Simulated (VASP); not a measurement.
Crystal: Se.

```
CELL_PARAMETERS angstrom
4.97645 0.00000 0.00000
-2.48822 4.30973 0.00000
0.00000 0.00000 3.05056
ATOMIC_POSITIONS crystal
Se 0.00000 0.00000 0.00000
Se 0.33333 0.66667 0.50000
Se 0.66667 0.33333 0.50000
```

| Quantity | Value |
| --- | --- |
| Program | VASP 6.6.1 |
| Task | relaxation of cell and atoms |
| Functional | revPBE |
| Potentials or basis | VASP PAW PBE potentials, release 64 (Se) |
| Cutoff | 600 eV |
| k mesh | 7 × 7 × 10 |
| Occupations | fermi-dirac, width 0.1 eV |
| Spin | no spin polarisation |

At the start: pressure -1.9 GPa; volume 21.81 Å³/atom.

**Question.** How do energy, volume and symmetry change on relaxing?

**Answer.** Over 22 steps the energy falls by 25.4 meV/atom and the volume is 21.86 Å³/atom (+0.3 %); space group P6/mmm (No. 191, to 0.05 Å).

The path:
| step | energy change (eV) | largest force (eV/Å) | pressure (GPa) | volume (Å³) |
| --- | --- | --- | --- | --- |
| 1 | 0.0000 | 0.0000 | -1.95 | 65.43 |
| 2 | -0.0130 | 0.0000 | 0.39 | 62.95 |
| 3 | -0.0134 | 0.0000 | 0.02 | 63.30 |
| 4 | -0.0139 | 0.0000 | 0.03 | 63.29 |
| 5 | -0.0160 | 0.0000 | 0.07 | 63.27 |
| 6 | -0.0230 | 0.0000 | 0.19 | 63.21 |
| 7 | -0.0413 | 0.0000 | 0.64 | 63.05 |
| 8 | -0.0562 | 0.0000 | 2.34 | 62.59 |
| 9 | -0.0568 | 0.0000 | 2.13 | 62.65 |
| 10 | -0.0566 | 0.0000 | 2.20 | 62.63 |
| 11 | -0.0567 | 0.0000 | 2.21 | 62.63 |
| 12 | -0.0568 | 0.0000 | 2.22 | 62.64 |
| 13 | -0.0570 | 0.0000 | 2.24 | 62.65 |
| 14 | -0.0572 | 0.0000 | 2.29 | 62.67 |
| 15 | -0.0573 | 0.0000 | 2.40 | 62.72 |
| 16 | -0.0578 | 0.0000 | 2.37 | 62.75 |
| 17 | -0.0590 | 0.0000 | 2.28 | 62.84 |
| 18 | -0.0615 | 0.0000 | 2.10 | 63.03 |
| 19 | -0.0657 | 0.0000 | 1.75 | 63.42 |
| 20 | -0.0719 | 0.0000 | 1.08 | 64.19 |
| 21 | -0.0761 | 0.0000 | -0.12 | 65.74 |
| 22 | -0.0762 | 0.0000 | -0.02 | 65.59 |

Final structure:
```
Se
1.0
     4.70638    0.00000    0.00000
    -2.35319    4.07584    0.00000
     0.00000    0.00000    3.41937
Se
3
Direct
  0.00000 0.00000 0.00000
  0.33333 0.66667 0.50000
  0.66667 0.33333 0.50000
```

Caveat: the PAW data sets were made with another functional, which shifts forces and pressure a little.
